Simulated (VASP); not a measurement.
# Ti in VASP: single point with PBEsol

Aim: the single point of Ti with PBEsol.

All numbers are computed with VASP 6.6.1; they aren't measurements. Logs are shortened: lines on timing, memory, paths and dates and some standing lists are left out, and cuts for length are marked.

### 1 The cell of the first run

The typed cell holds 1 atom: a = 2.791 Å, b = 2.791 Å, c = 3.223 Å, α = 54.73°, β = 54.73°, γ = 70.53°.

### 2 Single point, PBEsol

INCAR reads:

```
SYSTEM = Ti
  PREC = Accurate
  ENCUT = 520
  EDIFF = 1E-6
  ISMEAR = 0
  SIGMA = 0.15
  LREAL = .FALSE.
  LASPH = .TRUE.
  NELM = 100
  ALGO = Fast
  ISIF = 2
  LWAVE = .FALSE.
  LCHARG = .FALSE.
  GGA = PS
  NBANDS = 12
```

KPOINTS reads:

```
regular mesh
0
G
  22 22 22
  0 0 0
```

POSCAR reads:

```
Ti
1.0
    0.0000000000      2.2787126677      1.6110498561
    2.2787126677      0.0000000000      1.6110498561
    2.2787126677      2.2787126677      0.0000000000
Ti
1
Direct
    0.0000000000      0.0000000000      0.0000000000
```

Potentials or basis: VASP PAW PBE potentials, release 64 (Ti_sv).

Started as:

```sh
> cat potpaw_PBE.64/Ti_sv/POTCAR > POTCAR
> mpirun -np 1 vasp_std > vasp.out
```

OUTCAR:

```text
SYSTEM = Ti
   PREC = Accurate
   ENCUT = 520
   EDIFF = 1E-6
   ISMEAR = 0
   LREAL = .FALSE.
   LASPH = .TRUE.
   NELM = 100
   ISIF = 2
   GGA = PS

 ion  position               nearest neighbor table
   1  0.000  0.000  0.000-

  LATTYP: Found a body centered tetragonal cell.
 ALAT       =     3.2225863594
 C/A-ratio  =     0.9998489886

  Lattice vectors:

 A1 = (   0.0000000000,  -2.2787126677,  -1.6110498561)
 A2 = (   0.0000000000,   2.2787126677,  -1.6110498561)
 A3 = (   2.2787126677,   0.0000000000,   1.6110498561)

Analysis of symmetry for initial positions (statically):
=====================================================================
 Subroutine PRICEL returns:
 Original cell was already a primitive cell.

 Routine SETGRP: Setting up the symmetry group for a
 body centered tetragonal supercell.

 Subroutine GETGRP returns: Found 16 space group operations
 (whereof 16 operations were pure point group operations)
 out of a pool of 16 trial point group operations.

The static configuration has the point symmetry D_4h.

Analysis of symmetry for dynamics (positions and initial velocities):
=====================================================================
 Subroutine PRICEL returns:
 Original cell was already a primitive cell.

 Routine SETGRP: Setting up the symmetry group for a
 body centered tetragonal supercell.

 Subroutine GETGRP returns: Found 16 space group operations
 (whereof 16 operations were pure point group operations)
 out of a pool of 16 trial point group operations.

The dynamic configuration has the point symmetry D_4h.

 Subroutine INISYM returns: Found 16 space group operations
 (whereof 16 operations are pure point group operations),
 and found     1 'primitive' translations

----------------------------------------------------------------------------------------

                                     Primitive cell

  volume of cell :      16.7309

  direct lattice vectors                    reciprocal lattice vectors
     0.000000000  2.278712668  1.611049856    -0.219422136  0.219422136  0.310356627
     2.278712668  0.000000000  1.611049856     0.219422136 -0.219422136  0.310356627
     2.278712668  2.278712668  0.000000000     0.219422136  0.219422136 -0.310356627

  length of vectors
     2.790701177  2.790701177  3.222586359     0.438877413  0.438877413  0.438877413

  position of ions in fractional coordinates (direct lattice)
     0.000000000  0.000000000  0.000000000

  ion indices of the primitive-cell ions
   primitive index   ion index
                 1           1

----------------------------------------------------------------------------------------

 KPOINTS: regular mesh

Automatic generation of k-mesh.
 Grid dimensions read from file:
 generate k-points for:   22   22   22

 Generating k-lattice:

  Cartesian coordinates                     Fractional coordinates (reciprocal lattice)
    -0.009973733  0.009973733  0.014107119     0.045454545  0.000000000  0.000000000
     0.009973733 -0.009973733  0.014107119     0.000000000  0.045454545  0.000000000
     0.009973733  0.009973733 -0.014107119     0.000000000  0.000000000  0.045454545

  Length of vectors
     0.019948973  0.019948973  0.019948973

  Shift w.r.t. Gamma in fractional coordinates (k-lattice)
     0.000000000  0.000000000  0.000000000

 Subroutine IBZKPT returns following result:
 ===========================================

 Found    834 irreducible k-points:

 Following reciprocal coordinates:
            Coordinates               Weight
  0.000000  0.000000  0.000000      1.000000
  0.045455  0.000000  0.000000      8.000000
  0.090909  0.000000  0.000000      8.000000
  0.136364  0.000000  0.000000      8.000000
  0.181818  0.000000  0.000000      8.000000
  0.227273  0.000000  0.000000      8.000000
[... 16 lines left out ...]
  0.500000  0.045455  0.000000      8.000000
 -0.454545  0.045455  0.000000      8.000000
 [... further k-points ...]
   k-points           NKPTS =    834   k-points in BZ     NKDIM =    834   number of bands    NBANDS=     12
   number of dos      NEDOS =    301   number of ions     NIONS =      1
   total plane-waves  NPLWV =  13824
   dimension x,y,z NGX =    24 NGY =   24 NGZ =   24
   dimension x,y,z NGXF=    48 NGYF=   48 NGZF=   48
   ions per type =               1
   NGX,Y,Z   is equivalent  to a cutoff of  14.30, 14.30, 12.38 a.u.
   NGXF,Y,Z  is equivalent  to a cutoff of  28.59, 28.59, 24.76 a.u.
 SYSTEM =  Ti
   PREC   = accura    normal or accurate (medium, high low for compatibility)
   ISTART =      0    job   : 0-new  1-cont  2-samecut
   ICHARG =      2    charge: 1-file 2-atom 10-const
   ISPIN  =      1    spin polarized calculation?
   LNONCOLLINEAR =      F non collinear calculations
   LSORBIT =      F    spin-orbit coupling
   LASPH  =      T    aspherical Exc in radial PAW
   ENCUT  =  520.0 eV  38.22 Ry    6.18 a.u.   5.19  5.19  5.99*2*pi/ulx,y,z
   NELM   =    100;   NELMIN=  2; NELMDL= -5     # of ELM steps
   EDIFF  = 0.1E-05   stopping-criterion for ELM
   LREAL  =      F    real-space projection
   EDIFFG = 0.1E-04   stopping-criterion for IOM
   NSW    =      0    number of steps for IOM
   IBRION =     -1    ionic relax: 0-MD 1-quasi-New 2-CG
   NFREE  =      0    steps in history (QN), initial steepest desc. (CG)
   ISIF   =      2    stress and relaxation
   ISYM   =      2    0-nonsym 1-usesym 2-fastsym
   POTIM  = 0.5000    time-step for ionic-motion
   TEBEG  =    0.0;   TEEND  =   0.0 temperature during run
   PSTRESS=    0.0 pullay stress
   NELECT =      12.0000    total number of electrons
   NUPDOWN=      -1.0000    fix difference up-down
   EMIN   =  10.00;   EMAX   =-10.00  energy-range for DOS
   EFERMI =   0.00;   METHOD = LEGACY
   ISMEAR =     0;   SIGMA  =   0.15  broadening in eV -4-tet -1-fermi 0-gaus
   EFERMI_NEDOS =   21; number of points for ismear=-14 and -15
   IALGO  =     68    algorithm
   IMIX   =      4    mixing-type and parameters
     AMIX     =   0.40;   BMIX     =  1.00
     AMIX_MAG =   1.60;   BMIX_MAG =  1.00
  volume/ion in A,a.u.               =      16.73       112.91
  Fermi-wavevector in a.u.,A,eV,Ry     =   1.465421  2.769245 29.217967  2.147460
  Thomas-Fermi vector in A             =   2.581280
   LORBIT       =      0    0 simple, 1 ext, 2 COOP (PROOUT), +10 PAW based schemes
   GGA     = PS    functional components
   LHFCALC =     F    Hartree Fock is set to
   AEXX    =    0.0000 exact exchange contribution
   IVDW    =     0    specifies the selected vdW correction
   LEPSILON=     F    determine dielectric tensor
   LRPA    =     F    only Hartree local field effects (RPA)
 non-spin polarized calculation
 RMM-DIIS sequential band-by-band and
 Gauss-broadening in eV      SIGMA  =   0.15
  energy-cutoff  :      520.00
  volume of cell :       16.73
 maximum number of plane-waves:       466
 NGX is ok and might be reduce to    24
   NGX = 11   NGY = 11   NGZ = 11

 number of electron      11.9999998 magnetization

 Free energy of the ion-electron system (eV)
  ---------------------------------------------------
  ext. energy  EPLUGINS =         0.00000000
  ---------------------------------------------------
  free energy    TOTEN  =        -8.24679841 eV

  energy without entropy =       -8.22231384  energy(sigma->0) =       -8.23455612

 E-fermi :   8.3475     XC(G=0): -11.8112

 val. band max:        8.3454195960   @ k =  -0.0455   0.3182   0.2727
 cond. band min:       8.3498174353   @ k =  -0.3182   0.1364   0.0455
 fundamental gap:      0.0043978394
 Fermi energy:         8.3475281640

 k-point     1 :       0.0000    0.0000    0.0000
  band No.  band energies     occupation
      1     -47.8742      2.00000
      2     -23.7779      2.00000
      3     -23.7779      2.00000
      4     -23.7779      2.00000
      5       2.3171      2.00000
      6       9.3656      0.00000
      7       9.3667      0.00000
      8       9.3667      0.00000
      9      11.2217      0.00000
     10      11.2231      0.00000
     11      26.0348      0.00000
     12      26.0372      0.00000

 k-point     2 :       0.0455    0.0000    0.0000
  band No.  band energies     occupation
      1     -47.8711      2.00000
      2     -23.7943      2.00000
      3     -23.7829      2.00000
      4     -23.7781      2.00000
      5       2.3909      2.00000
      6       9.3315      0.00000
      7       9.3580      0.00000
      8       9.4207      0.00000
      9      11.1805      0.00000
     10      11.2240      0.00000
     11      25.9457      0.00000
     12      26.0564      0.00000

 k-point     3 :       0.0909    0.0000    0.0000
  band No.  band energies     occupation
      1     -47.8620      2.00000
      2     -23.8417      2.00000
      3     -23.7974      2.00000
      4     -23.7784      2.00000
      5       2.6085      2.00000
      6       9.2318      0.00000
      7       9.3230      0.00000
      8       9.5821      0.00000
      9      11.0744      0.00000
     10      11.2307      0.00000
     11      25.6396      0.00000
     12      25.9971      0.00000
[... 286 lines left out ...]
 k-point    23 :       0.5000    0.0455    0.0000
  band No.  band energies     occupation
      1     -47.7160      2.00000
      2     -24.5426      2.00000
      3     -24.0243      2.00000
      4     -23.7948      2.00000
      5       5.8538      2.00000
      6       7.9666      1.99967
      7       9.4081      0.00000
      8      11.1289      0.00000
      9      11.8254      0.00000
     10      12.8391      0.00000
     11      17.5382      0.00000
     12      22.1033      0.00000

 k-point    24 :      -0.4545    0.0455    0.0000
  band No.  band energies     occupation
      1     -47.7192      2.00000
      2     -24.5279      2.00000
      3     -24.0195      2.00000
      4     -23.7947      2.00000
      5       5.8309      2.00000
      6       7.9919      1.99920
      7       9.2856      0.00000
      8      11.1308      0.00000
      9      11.7790      0.00000
     10      12.7408      0.00000
     11      17.8030      0.00000
     12      22.1946      0.00000

 [... further k-points ...]
[... 5 lines left out ...]
  --------------------------------------------------------------------------------------
  -------------------------------------------------------------------------------------
  Total       -0.1577058     -0.1577058     -0.1580456      0.0000000      0.0000000      0.0000000
  in kB      -15.1021932    -15.1021932    -15.1347334      0.0000000      0.0000000      0.0000000
  external PRESSURE =     -15.1130399 kB  Pullay stress =       0.0000000 kB

 VOLUME and BASIS-vectors are now :
 -----------------------------------------------------------------------------
  energy-cutoff  :      520.00
  volume of cell :       16.73
      direct lattice vectors                 reciprocal lattice vectors
     0.000000000  2.278712668  1.611049856    -0.219422136  0.219422136  0.310356627
     2.278712668  0.000000000  1.611049856     0.219422136 -0.219422136  0.310356627
     2.278712668  2.278712668  0.000000000     0.219422136  0.219422136 -0.310356627

 POSITION                                       TOTAL-FORCE (eV/Angst)
 -----------------------------------------------------------------------------------
      0.00000      0.00000      0.00000         0.000000      0.000000      0.000000
 -----------------------------------------------------------------------------------
    total drift:                               -0.000000      0.000000      0.000000

  FREE ENERGIE OF THE ION-ELECTRON SYSTEM (eV)
  ---------------------------------------------------
  free  energy   TOTEN  =        -8.2467984066 eV

  energy  without entropy=       -8.2223138403  energy(sigma->0) =       -8.23455612
```

It took 90 s on 1 thread of Intel Xeon 6975P-C (Granite Rapids), shared host; peak memory 0.27 GiB.

What came out:

* Free energy: -8.2468 eV
* Pressure: -1.5 GPa
* Band gap on the k mesh: zero (band 6 reaches 9.38 eV, above the bottom of band 7 at 7.71 eV)

Levels at points of the mesh, in eV from the Fermi level:
```
           k point  band 3  band 4  band 5  band 6  band 7  band 8  band 9  band 10
(0.00, 0.00, 0.00)  -32.13  -32.13   -6.03    1.02    1.02    1.02    2.87     2.88
(0.50, 0.00, 0.00)  -32.37  -32.13   -2.55   -0.44    1.27    2.87    3.24     4.50
(0.50, 0.50, 0.00)  -32.65  -32.65   -2.23   -2.23    4.13    4.13    4.13     8.66
(0.50, 0.00, 0.50)  -32.37  -32.13   -2.55   -0.44    1.27    2.87    3.24     4.50
```

Caveat: the PAW data sets were made with another functional, which shifts forces and pressure a little.
